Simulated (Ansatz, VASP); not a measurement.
**KF in VASP and in Ansatz**

INCAR

```
PREC = Accurate ; ENCUT = 520
EDIFF = 1E-6 ; ISMEAR = 0
SIGMA = 0.05 ; LREAL = False
LASPH = True ; NELM = 80
ALGO = Normal ; ISIF = 2
LWAVE = False ; LCHARG = False
NBANDS = 15
```

File KPOINTS:

```
Automatic mesh
0
Gamma
  8 8 8
```

The input POSCAR:

```
KF
1.0
    0.0569556076      2.6776123990      2.6776123990
    2.6776123990      0.0569556076      2.6776123990
    2.6776123990      2.6776123990      0.0569556076
K F
1 1
Direct
    0.0000000000      0.0000000000      0.0000000000
    0.5000000000      0.5000000000      0.5000000000
```

Input for Ansatz:

```yaml
crystal:
  lattice:
    - [0.0569556076, 2.677612399, 2.677612399]
    - [2.677612399, 0.0569556076, 2.677612399]
    - [2.677612399, 2.677612399, 0.0569556076]
  atoms:
    - { symbol: K, position: [0.0, 0.0, 0.0] }
    - { symbol: F, position: [0.5, 0.5, 0.5] }
basis:
  ecutwfc: 520.0
kpoints:
  mp_grid: { grid: [8, 8, 8] }
hamiltonian:
  xc: lda
scf:
  occupations: { method: gaussian, width: 0.05 }
output:
  forces: true
  stress: true
  eigenvalues: true
  write_density: true
  write_potential: true
  elf: true
  volumetric_format: npy
```

Alike in both runs: task single point; functional LDA; k mesh 8 × 8 × 8; occupations gaussian, width 0.05 eV; no spin polarisation.

|  | VASP | Ansatz |
| --- | --- | --- |
| version | VASP 6.6.1 | Ansatz 0.2.0 |
| potentials or method | VASP PAW LDA potentials, release 64 (K_sv, F), cutoff 520 eV | scalar-relativistic, plane waves, PAW |
| valence electrons in the cell | 16 | 16 |

Ansatz gave:

```
gap on the k mesh at the Fermi level (eV)                     : 5.93
least direct gap on the mesh (eV)                             : 5.93
pressure (GPa)                                                : -2.8
traceless stress, the component that is largest in VASP (GPa) : -0.34
```

Task: Estimate VASP's values.

Result: gap on the k mesh at the Fermi level (eV): 5.91; least direct gap on the mesh (eV): 5.91; pressure (GPa): -2.7; traceless stress, the component that is largest in VASP (GPa): -0.34.

LDA's correlation is that of Perdew and Zunger in VASP and of Perdew and Wang (1992) in Ansatz.
